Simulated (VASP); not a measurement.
ZnS: relaxation of cell and atoms with BLYP+D3(BJ)

Crystal: ZnS.

```
CELL_PARAMETERS angstrom
0.00000 2.70200 2.70200
2.70200 0.00000 2.70200
2.70200 2.70200 0.00000
ATOMIC_POSITIONS crystal
Zn 0.75000 0.75000 0.75000
S 0.00000 0.00000 0.00000
```

```yaml
Program: VASP 6.6.1
Task: relaxation of cell and atoms
Functional: BLYP
Dispersion: D3(BJ)
Potentials_or_basis: VASP PAW PBE potentials, release 64 (Zn, S)
Cutoff: 600 eV
k_mesh: 9 × 9 × 9
Occupations: fermi-dirac, width 0.05 eV
Spin: no spin polarisation
Dipole_correction: no
Further_INCAR_settings: ALGO = Normal; EDIFF = 1e-06; IBRION = 2; EDIFFG = -0.01; NSW = 60; ISIF = 3
```

```json
{"Relaxed volume": "19.55 Å³/atom", "Relaxed cell": "a = 3.810 Å, b = 3.810 Å, c = 3.810 Å, α = 60.00°, β = 60.00°, γ = 60.00°", "Space group after relaxing (to 0.05 Å)": "F-43m (No. 216)", "Energy gained by relaxing": "0.4 meV/atom", "Ionic steps": "3", "Pressure after relaxing": "0.0 GPa", "Band gap on the k mesh": "2.17 eV, direct", "Dispersion energy per atom": "-0.674 eV"}
```

The path:
| step | energy change (eV) | largest force (eV/Å) | pressure (GPa) | volume (Å³) |
| --- | --- | --- | --- | --- |
| 1 | 0.0000 | 0.0000 | -0.69 | 39.45 |
| 2 | -0.0007 | 0.0000 | 0.28 | 38.97 |
| 3 | -0.0008 | 0.0000 | 0.01 | 39.10 |

Final structure:
```
Zn S
1.0
     0.00000    2.69381    2.69381
     2.69381    0.00000    2.69381
     2.69381    2.69381    0.00000
Zn S
1 1
Direct
  0.75000 0.75000 0.75000
  0.00000 0.00000 0.00000
```

Levels at points of the mesh, in eV from the valence-band top:
| k point | band 6 | band 7 | band 8 | band 9 | band 10 | band 11 | band 12 | band 13 |
| --- | --- | --- | --- | --- | --- | --- | --- | --- |
| (0.00, 0.00, 0.00) | -5.98 | 0.00 | 0.00 | 0.00 | 2.17 | 6.45 | 6.45 | 6.45 |

Wall time 57 s on 1 thread of Intel(R) Xeon(R) Platinum 8259CL CPU @ 2.50GHz (Skylake/Cascade Lake) (shared host), peak memory 0.2 GiB.

Caveat: the PAW data sets were made with another functional, which shifts forces and pressure a little. Expect the measured gap to be larger: semilocal functionals such as BLYP lack the derivative discontinuity.
